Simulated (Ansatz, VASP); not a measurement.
# Zn: VASP beside Ansatz

The input INCAR:

```
SYSTEM = Zn
  ALGO = Fast
  EDIFF = 1E-6
  ENCUT = 520
  GGA = PE
  ISIF = 2
  ISMEAR = 0
  LASPH = .True.
  LCHARG = .False.
  LREAL = .False.
  LWAVE = .False.
  NBANDS = 19
  NELM = 60
  PREC = Accurate
  SIGMA = 0.15
```

KPOINTS

```
k-points
0
Gamma
  24 24 10
  0 0 0
```

POSCAR

```
Zn
1.0
    2.6647980532      0.0000000000      0.0000000000
   -1.3323990266      2.3077828100      0.0000000000
    0.0000000000      0.0000000000      4.9467000000
Zn
2
Direct
    0.2900016994      0.5800033987      0.2500000000
    0.6666666667      0.3333333333      0.7500000000
```

Input for Ansatz:

```yaml
crystal:
  lattice:
    - [2.6647980532, 0.0, 0.0]
    - [-1.3323990266, 2.30778281, 0.0]
    - [0.0, 0.0, 4.9467]
  atoms:
    - { symbol: Zn, position: [0.2900016994, 0.5800033987, 0.25] }
    - { symbol: Zn, position: [0.6666666667, 0.3333333333, 0.75] }
basis:
  ecutwfc: 420
kpoints:
  mp_grid: { grid: [24, 24, 10] }
hamiltonian:
  xc: pbe
scf:
  occupations: { method: gaussian, width: 0.15 }
output:
  forces: true
  stress: true
  eigenvalues: true
```

Alike in both runs: task single point; functional PBE; k mesh 24 × 24 × 10; occupations gaussian, width 0.15 eV; no spin polarisation.

|  | VASP | Ansatz |
| --- | --- | --- |
| version | VASP 6.6.1 | Ansatz 0.2.0 |
| potentials or method | VASP PAW PBE potentials, release 64 (Zn), cutoff 520 eV | scalar-relativistic, plane waves, PAW |
| valence electrons in the cell | 24 | 24 |

```tsv
	VASP	Ansatz	Ansatz less VASP
gap on the k mesh at the Fermi level (eV)	none	none	-
pressure (GPa)	0.3	-0.1	-0.47
traceless stress, the component that is largest in VASP (GPa)	1.36	1.49	+0.131
rms of the force components (eV/Å)	0.046	0.045	-0.0005
```

Atom by atom the forces differ by 0.001 eV/Å (rms over components). A gap of «none» marks a metal or a gap that the smearing closes. The functional is the same, so the differences come from potentials, cutoffs and numerics.
